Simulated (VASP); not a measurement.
# Al (Fm-3m) in VASP: elastic constants with PBE+D3(BJ)

Aim: the elastic constants of Al with PBE+D3(BJ).

Everything below comes from runs of VASP 6.6.1. Logs are shortened: lines on timing, memory, paths and dates and some standing lists are left out, and cuts for length are marked.

### Step 1. The cell of the first run

The structure is cubic, space group Fm-3m (No. 225). Conventional cell: a = 3.984 Å, b = 3.984 Å, c = 3.984 Å, α = 90.00°, β = 90.00°, γ = 90.00°. Within 3.7 Å of Al (site symmetry m-3m) lie 12 Al at 2.82 Å.

### Step 2. Elastic constants, PBE+D3(BJ)

INCAR reads:

```
PREC = Accurate
ENCUT = 600
EDIFF = 1E-8
ISMEAR = -1
SIGMA = 0.15
LREAL = F
LASPH = T
NELM = 80
ALGO = Fast
ISIF = 3
LWAVE = F
LCHARG = F
GGA = PE
IVDW = 12
IBRION = 6
NFREE = 2
POTIM = 0.015
NSW = 1
```

KPOINTS reads:

```
regular mesh
0
Gamma
  18 18 18
```

POSCAR reads:

```
Al
1.0
    0.0000000000      1.9920758076      1.9920758076
    1.9920758076      0.0000000000      1.9920758076
    1.9920758076      1.9920758076      0.0000000000
Al
1
Direct
    0.0000000000      0.0000000000      0.0000000000
```

Potentials or basis: VASP PAW PBE potentials, release 64 (Al).

Started as:

```bash
$ cat potpaw_PBE.64/Al/POTCAR > POTCAR
$ mpirun -np 1 vasp_std > vasp.out
```

OUTCAR:

```text
PREC = Accurate
   ENCUT = 600
   EDIFF = 1E-8
   ISMEAR = -1
   LREAL = F
   LASPH = T
   NELM = 80
   ISIF = 3
   GGA = PE
   IVDW = 12
   IBRION = 6
   NFREE = 2
   POTIM = 0.015
   NSW = 1
 IVDW          = 12

 ion  position               nearest neighbor table
   1  0.000  0.000  0.000-

  LATTYP: Found a face centered cubic cell.
 ALAT       =     3.9841516152

  Lattice vectors:

 A1 = (   0.0000000000,   1.9920758076,   1.9920758076)
 A2 = (   1.9920758076,   0.0000000000,   1.9920758076)
 A3 = (   1.9920758076,   1.9920758076,   0.0000000000)

Analysis of symmetry for initial positions (statically):
=====================================================================
 Subroutine PRICEL returns:
 Original cell was already a primitive cell.

 Routine SETGRP: Setting up the symmetry group for a
 face centered cubic supercell.

 Subroutine GETGRP returns: Found 48 space group operations
 (whereof 48 operations were pure point group operations)
 out of a pool of 48 trial point group operations.

The static configuration has the point symmetry O_h .

Analysis of symmetry for dynamics (positions and initial velocities):
=====================================================================
 Subroutine PRICEL returns:
 Original cell was already a primitive cell.

 Routine SETGRP: Setting up the symmetry group for a
 face centered cubic supercell.

 Subroutine GETGRP returns: Found 48 space group operations
 (whereof 48 operations were pure point group operations)
 out of a pool of 48 trial point group operations.

The dynamic configuration has the point symmetry O_h .

 Subroutine INISYM returns: Found 48 space group operations
 (whereof 48 operations are pure point group operations),
 and found     1 'primitive' translations

----------------------------------------------------------------------------------------

                                     Primitive cell

  volume of cell :      15.8106

  direct lattice vectors                    reciprocal lattice vectors
     0.000000000  1.992075808  1.992075808    -0.250994464  0.250994464  0.250994464
     1.992075808  0.000000000  1.992075808     0.250994464 -0.250994464  0.250994464
     1.992075808  1.992075808  0.000000000     0.250994464  0.250994464 -0.250994464

  length of vectors
     2.817220624  2.817220624  2.817220624     0.434735164  0.434735164  0.434735164

  position of ions in fractional coordinates (direct lattice)
     0.000000000  0.000000000  0.000000000

  ion indices of the primitive-cell ions
   primitive index   ion index
                 1           1

----------------------------------------------------------------------------------------

 KPOINTS: regular mesh

Automatic generation of k-mesh.
 Grid dimensions read from file:
 generate k-points for:   18   18   18

 Generating k-lattice:

  Cartesian coordinates                     Fractional coordinates (reciprocal lattice)
    -0.013944137  0.013944137  0.013944137     0.055555556  0.000000000  0.000000000
     0.013944137 -0.013944137  0.013944137     0.000000000  0.055555556  0.000000000
     0.013944137  0.013944137 -0.013944137     0.000000000  0.000000000  0.055555556

  Length of vectors
     0.024151954  0.024151954  0.024151954

  Shift w.r.t. Gamma in fractional coordinates (k-lattice)
     0.000000000  0.000000000  0.000000000

 Subroutine IBZKPT returns following result:
 ===========================================

 Found    195 irreducible k-points:

 Following reciprocal coordinates:
            Coordinates               Weight
  0.000000  0.000000  0.000000      1.000000
  0.055556  0.000000  0.000000      8.000000
  0.111111  0.000000  0.000000      8.000000
  0.166667  0.000000  0.000000      8.000000
  0.222222  0.000000  0.000000      8.000000
  0.277778  0.000000  0.000000      8.000000
[... 16 lines left out ...]
 -0.277778  0.055556  0.000000     24.000000
 -0.222222  0.055556  0.000000     24.000000
 [... further k-points ...]
   k-points           NKPTS =    195   k-points in BZ     NKDIM =    195   number of bands    NBANDS=      5
   number of dos      NEDOS =    301   number of ions     NIONS =      1
   total plane-waves  NPLWV =  13824
   dimension x,y,z NGX =    24 NGY =   24 NGZ =   24
   dimension x,y,z NGXF=    48 NGYF=   48 NGZF=   48
   ions per type =               1
   NGX,Y,Z   is equivalent  to a cutoff of  14.16, 14.16, 14.16 a.u.
   NGXF,Y,Z  is equivalent  to a cutoff of  28.33, 28.33, 28.33 a.u.
 SYSTEM =  unknown system
   PREC   = accura    normal or accurate (medium, high low for compatibility)
   ISTART =      0    job   : 0-new  1-cont  2-samecut
   ICHARG =      2    charge: 1-file 2-atom 10-const
   ISPIN  =      1    spin polarized calculation?
   LNONCOLLINEAR =      F non collinear calculations
   LSORBIT =      F    spin-orbit coupling
   LASPH  =      T    aspherical Exc in radial PAW
   ENCUT  =  600.0 eV  44.10 Ry    6.64 a.u.   5.63  5.63  5.63*2*pi/ulx,y,z
   NELM   =     80;   NELMIN=  2; NELMDL= -5     # of ELM steps
   EDIFF  = 0.1E-07   stopping-criterion for ELM
   LREAL  =      F    real-space projection
   EDIFFG = 0.1E-06   stopping-criterion for IOM
   NSW    =     49    number of steps for IOM
   IBRION =      6    ionic relax: 0-MD 1-quasi-New 2-CG
   NFREE  =      2    steps in history (QN), initial steepest desc. (CG)
   ISIF   =      3    stress and relaxation
   ISYM   =      2    0-nonsym 1-usesym 2-fastsym
   POTIM  = 0.0150    time-step for ionic-motion
   TEBEG  =    0.0;   TEEND  =   0.0 temperature during run
   PSTRESS=    0.0 pullay stress
   NELECT =       3.0000    total number of electrons
   NUPDOWN=      -1.0000    fix difference up-down
   EMIN   =  10.00;   EMAX   =-10.00  energy-range for DOS
   EFERMI =   0.00;   METHOD = LEGACY
   ISMEAR =    -1;   SIGMA  =   0.15  broadening in eV -4-tet -1-fermi 0-gaus
   EFERMI_NEDOS =   21; number of points for ismear=-14 and -15
   IALGO  =     68    algorithm
   IMIX   =      4    mixing-type and parameters
     AMIX     =   0.40;   BMIX     =  1.00
     AMIX_MAG =   1.60;   BMIX_MAG =  1.00
  volume/ion in A,a.u.               =      15.81       106.70
  Fermi-wavevector in a.u.,A,eV,Ry     =   0.940732  1.777726 12.040847  0.884977
  Thomas-Fermi vector in A             =   2.068173
   LORBIT       =      0    0 simple, 1 ext, 2 COOP (PROOUT), +10 PAW based schemes
   GGA     = PE    functional components
   LHFCALC =     F    Hartree Fock is set to
   AEXX    =    0.0000 exact exchange contribution
   IVDW    =    12    specifies the selected vdW correction
   LEPSILON=     F    determine dielectric tensor
   LRPA    =     F    only Hartree local field effects (RPA)
 finite differences with symmetry
 non-spin polarized calculation
 RMM-DIIS sequential band-by-band and
  energy-cutoff  :      600.00
  volume of cell :       15.81
 maximum number of plane-waves:       544
   NGX = 11   NGY = 11   NGZ = 11

--------------------------------------- Ionic step        1  -------------------------------------------

 number of electron       3.0000000 magnetization

 Free energy of the ion-electron system (eV)
  ---------------------------------------------------
  ext. energy  EPLUGINS =         0.00000000
  ---------------------------------------------------
  free energy    TOTEN  =        -3.75232539 eV

  energy without entropy =       -3.72208914  energy(sigma->0) =       -3.73720726

------------------------ aborting loop because EDIFF is reached ----------------------------------------

 Edisp (eV)   -0.35160

 E8    (eV) :    -0.1573
[... 102 lines left out ...]
  FREE ENERGIE OF THE ION-ELECTRON SYSTEM (eV)
  ---------------------------------------------------
  free  energy   TOTEN  =        -4.1025851766 eV

  energy  without entropy=       -4.0729115922  energy(sigma->0) =       -4.08774838

[... ionic steps 4 to 12 ...]

--------------------------------------- Ionic step       13  -------------------------------------------

 number of electron       3.0000000 magnetization

------------------------ aborting loop because EDIFF is reached ----------------------------------------
[... 73 lines left out ...]
--------------------------------------- Ionic step       15  -------------------------------------------

 number of electron       3.0000000 magnetization

 Free energy of the ion-electron system (eV)
  ---------------------------------------------------
  ext. energy  EPLUGINS =         0.00000000
  ---------------------------------------------------
  free energy    TOTEN  =        -3.75232538 eV

  energy without entropy =       -3.72208913  energy(sigma->0) =       -3.73720726

 E-fermi :   8.4441     XC(G=0): -10.3520

 val. band max:        8.4279227233   @ k =   0.5000   0.4444   0.0556
 cond. band min:       8.4476348167   @ k =  -0.4444   0.3333   0.1111
 fundamental gap:      0.0197120934
 Fermi energy:         8.4441079697

 k-point     1 :       0.0000    0.0000    0.0000
  band No.  band energies     occupation
      1      -2.9801      2.00000
      2      21.3113      0.00000
      3      21.3115      0.00000
      4      21.3116      0.00000
      5      23.1325      0.00000
[... 177 lines left out ...]
 k-point    24 :      -0.2222    0.0556    0.0000
  band No.  band energies     occupation
      1      -1.2926      2.00000
      2      12.3893      0.00000
      3      18.0069      0.00000
      4      20.9290      0.00000
      5      22.7243      0.00000

 [... further k-points ...]

------------------------ aborting loop because EDIFF is reached ----------------------------------------

 Edisp (eV)   -0.35160

 E8    (eV) :    -0.1573
[... 24 lines left out ...]
  FREE ENERGIE OF THE ION-ELECTRON SYSTEM (eV)
  ---------------------------------------------------
  free  energy   TOTEN  =        -4.1039205465 eV

  energy  without entropy=       -4.0736842961  energy(sigma->0) =       -4.08880242

 INTERNAL STRAIN TENSORS FROM STRAINED CELLS
 ============================================

 INTERNAL STRAIN TENSOR FOR ION    1 for displacements in x,y,z  (eV/Angst):
          X           Y           Z          XY          YZ          ZX
  --------------------------------------------------------------------------------
  x     0.00000    -0.00000     0.00000     0.00000     0.00000    -0.00000
  y     0.00000    -0.00000     0.00000    -0.00000     0.00000     0.00000
  z    -0.00000     0.00000    -0.00000     0.00000     0.00000    -0.00000

 INTERNAL STRAIN TENSORS FROM DISPLACED ATOMS
 ============================================

 INTERNAL STRAIN TENSOR FOR ION    1 for displacements in x,y,z  (eV/Angst):
          X           Y           Z          XY          YZ          ZX
  --------------------------------------------------------------------------------
  x     0.00000     0.00000     0.00000     0.00000     0.00000     0.00000
  y     0.00000     0.00000     0.00000     0.00000     0.00000     0.00000
  z     0.00000     0.00000     0.00000     0.00000     0.00000     0.00000

 Eigenvectors and eigenvalues of the dynamical matrix
 ----------------------------------------------------

   1 f/i=    0.000000 THz     0.000000 2PiTHz    0.000000 cm-1     0.000000 meV
             X         Y         Z           dx          dy          dz
      0.000000  0.000000  0.000000     1.000000    0.000000    0.000000

   2 f/i=    0.000000 THz     0.000000 2PiTHz    0.000000 cm-1     0.000000 meV
             X         Y         Z           dx          dy          dz
      0.000000  0.000000  0.000000     0.000000    1.000000    0.000000

   3 f/i=    0.000000 THz     0.000000 2PiTHz    0.000000 cm-1     0.000000 meV
             X         Y         Z           dx          dy          dz
      0.000000  0.000000  0.000000     0.000000    0.000000    1.000000

--------------------------------------------------------------------------------------------------------

 ELASTIC MODULI CONTR FROM IONIC RELAXATION (kBar)
 Direction    XX          YY          ZZ          XY          YZ          ZX
 --------------------------------------------------------------------------------
 XX           0.0000      0.0000      0.0000      0.0000      0.0000      0.0000
 YY           0.0000      0.0000      0.0000      0.0000      0.0000      0.0000
 ZZ           0.0000      0.0000      0.0000      0.0000      0.0000      0.0000
 XY           0.0000      0.0000      0.0000      0.0000      0.0000      0.0000
 YZ           0.0000      0.0000      0.0000      0.0000      0.0000      0.0000
 ZX           0.0000      0.0000      0.0000      0.0000      0.0000      0.0000
 --------------------------------------------------------------------------------

 TOTAL ELASTIC MODULI (kBar)
 Direction    XX          YY          ZZ          XY          YZ          ZX
 --------------------------------------------------------------------------------
 XX        1205.7747    694.1279    694.1279     -0.0000      0.0000      0.0000
 YY         694.1279   1205.7747    694.1279     -0.0000     -0.0000      0.0000
 ZZ         694.1279    694.1279   1205.7747      0.0000     -0.0000     -0.0000
 XY          -0.0000     -0.0000      0.0000    339.5886     -0.0000      0.0000
 YZ           0.0000     -0.0000     -0.0000     -0.0000    339.5886      0.0000
 ZX           0.0000      0.0000     -0.0000      0.0000      0.0000    339.5886
 --------------------------------------------------------------------------------
```

It took 5 min on 1 thread of Intel Xeon 6975P-C (Granite Rapids), shared host; peak memory 0.42 GiB.

Results:

```yaml
Elastic_constants_C11_C12_C44: 121, 69, 34 GPa
Voigt_bulk_modulus: 86 GPa
Dispersion_energy_per_atom: -0.352 eV
```

Elastic tensor in Voigt notation (GPa, in the Cartesian axes of the cell as first typed):
```
121  69  69   0   0   0
 69 121  69   0   0   0
 69  69 121   0   0   0
  0   0   0  34   0   0
  0   0   0   0  34   0
  0   0   0   0   0  34
```

Clamped-ion elastic tensor (GPa):
```
121  69  69   0   0   0
 69 121  69   0   0   0
 69  69 121   0   0   0
  0   0   0  34   0   0
  0   0   0   0  34   0
  0   0   0   0   0  34
```
